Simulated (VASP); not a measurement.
F: single point with r2SCAN

Crystal: F.

```
F
1.0
     2.57973   -1.64517    0.21657
     2.57973    1.64517    0.21657
    -0.87926    0.00000    6.59605
F
4
Direct
  0.91082 0.59024 0.09554
  0.40976 0.08918 0.40446
  0.08918 0.40976 0.90446
  0.59024 0.91082 0.59554
```

```json
{
  "Program": "VASP 6.6.1",
  "Task": "single point",
  "Functional": "r2SCAN",
  "Potentials or basis": "VASP PAW PBE potentials, release 64 (F)",
  "Cutoff": "520 eV",
  "k mesh": "8 × 8 × 4",
  "Occupations": "gaussian, width 0.1 eV",
  "Spin": "no spin polarisation"
}
```

* Pressure: 0.7 GPa
* Largest force: 0.520 eV/Å
* Band gap on the k mesh: 3.77 eV, direct

Forces in eV/Å, atoms in the order of the input:
```
F   -0.052  0.221  0.468
F    0.052  0.221 -0.468
F    0.052 -0.221 -0.468
F   -0.052 -0.221  0.468
```

Stress tensor (GPa, compression positive):
```
-0.66  0.00 -0.38
 0.00  0.11  0.00
-0.38  0.00  2.80
```

Levels at points of the mesh, in eV from the valence-band top:
```tsv
k point	band 10	band 11	band 12	band 13	band 14	band 15	band 16	band 17	band 18	band 19
(0.00, 0.00, 0.00)	-3.27	-0.43	-0.15	-0.06	0.00	3.77	4.85	10.60	13.15	14.41
(0.50, 0.00, 0.00)	-3.50	-0.49	-0.45	-0.13	-0.09	4.42	4.43	15.37	15.38	17.36
(0.50, 0.50, 0.00)	-3.58	-0.82	-0.57	-0.23	-0.16	4.08	4.76	15.51	16.35	16.75
(0.00, 0.00, 0.50)	-3.29	-0.32	-0.32	-0.03	-0.03	4.29	4.29	11.55	11.55	16.98
(0.50, 0.00, 0.50)	-3.50	-0.44	-0.39	-0.09	-0.05	4.38	4.40	15.74	15.76	16.04
(0.50, 0.50, 0.50)	-3.64	-0.50	-0.50	-0.39	-0.39	4.42	4.42	15.98	15.98	16.90
```

Wall time 7 min on 1 thread of AMD EPYC 9755 128-Core Processor, with other jobs on the host, peak memory 0.17 GiB.

Caveat: the PAW data sets were made with another functional, which shifts forces and pressure a little. r2SCAN opens gaps a little over a GGA but as a rule still falls short of measured ones.
